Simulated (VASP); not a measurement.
Wanted: the native input for a VASP 6.6.1 run.

* Task: relaxation of cell and atoms
* Functional: PBE
* Potentials or basis: VASP PAW PBE potentials, release 64 (B, Cu)
* Cutoff: 600 eV
* k mesh: 8 × 8 × 5
* Occupations: fermi-dirac, width 0.0494 eV
* Spin: no spin polarisation
* Dipole correction: no
* Further INCAR settings: ALGO = Normal; EDIFF = 1e-06; IBRION = 2; EDIFFG = -0.03; NSW = 100; ISIF = 3

The structure of Cu2B lies in POSCAR:

```
Cu2B
1.0
    3.3971750000      0.0000000000      0.0000000000
    0.0000000000      3.3971750000      0.0000000000
    0.0000000000      0.0000000000      5.3289360000
B Cu
2 4
Direct
    0.0000000000      0.5000000000      0.7090000000
    0.5000000000      0.0000000000      0.2910000000
    0.0000000000      0.0000000000      0.0000000000
    0.5000000000      0.5000000000      0.0000000000
    0.0000000000      0.5000000000      0.3030000000
    0.5000000000      0.0000000000      0.6970000000
```

The input as run:

INCAR

```
PREC = Accurate
ENCUT = 600
EDIFF = 1E-6
ISMEAR = -1
SIGMA = 0.0494
LREAL = False
LASPH = True
NELM = 80
ALGO = Normal
ISIF = 3
LWAVE = False
LCHARG = False
GGA = PE
IBRION = 2
NSW = 100
EDIFFG = -0.03
```

KPOINTS

```
regular mesh
0
Gamma
  8 8 5
```

Potentials or basis: VASP PAW PBE potentials, release 64 (B, Cu).

The run is started by

```sh
$ cat potpaw_PBE.64/B/POTCAR potpaw_PBE.64/Cu/POTCAR > POTCAR
$ mpirun -np 1 vasp_std > vasp.out
```

It gave:

The relaxed volume is 10.32 Å³/atom, the relaxed cell is a = 3.369 Å, b = 3.369 Å, c = 5.456 Å, α = 90.00°, β = 90.00°, γ = 90.00° and the space group after relaxing (to 0.1 Å) is P4/nmm (No. 129). The energy gained by relaxing is 219.4 meV/atom and the ionic steps are 13. The pressure after relaxing is 0.3 GPa and the largest force after relaxing is 0.005 eV/Å. The band gap on the k mesh is zero (bands 25 and 26 overlap by 1.79 eV).

Wall time 25 min on 1 thread of Intel Xeon 8259CL, with other jobs on the host, peak memory 0.25 GiB.
